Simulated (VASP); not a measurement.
Runs of VASP 6.6.1 on Mg2Si. The structure is that of space group Fm-3m (No. 225), or close to it. The cells are those of the table. 

```csv
level,cell,k mesh,cutoff (eV),smearing,gap on the mesh (eV),pressure (GPa)
PBE,"a = 4.522 Å, angles 60.0°, 3 atoms",6 × 6 × 6,600,gaussian 0.05 eV,0.23,-0.9
r2SCAN,"a = 4.500 Å, angles 60.0°, 3 atoms",10 × 10 × 10,660,gaussian 0.05 eV,0.46,-1.0
PBE,"a = 4.500 Å, angles 60.0°, 3 atoms",6 × 6 × 6,600,gaussian 0.05 eV,(a),-0.1
r2SCAN,"a = 4.482 Å, angles 60.0°, 3 atoms",10 × 10 × 10,660,gaussian 0.05 eV,0.45,-0.3
r2SCAN,"a = 4.493 Å, angles 60.0°, 3 atoms",10 × 10 × 10,660,gaussian 0.05 eV,0.46,-0.7
PBE,"a = 4.533 Å, angles 60.0°, 3 atoms",6 × 6 × 6,600,gaussian 0.05 eV,0.23,(b)
r2SCAN,"a = 4.482 Å, angles 60.0°, 3 atoms",10 × 10 × 10,660,methfessel-paxton 0.01 eV,0.45,-0.3
```

Alike in all rows: task single point; potentials or basis VASP PAW PBE potentials, release 64 (Mg, Si); no spin polarisation.

Question: Estimate the missing entries.

Answer: (a) 0.21; (b) -1.3.

Caveats: the PAW data sets were made with another functional, which shifts forces and pressure a little (some runs).

A k mesh can miss the band edges.
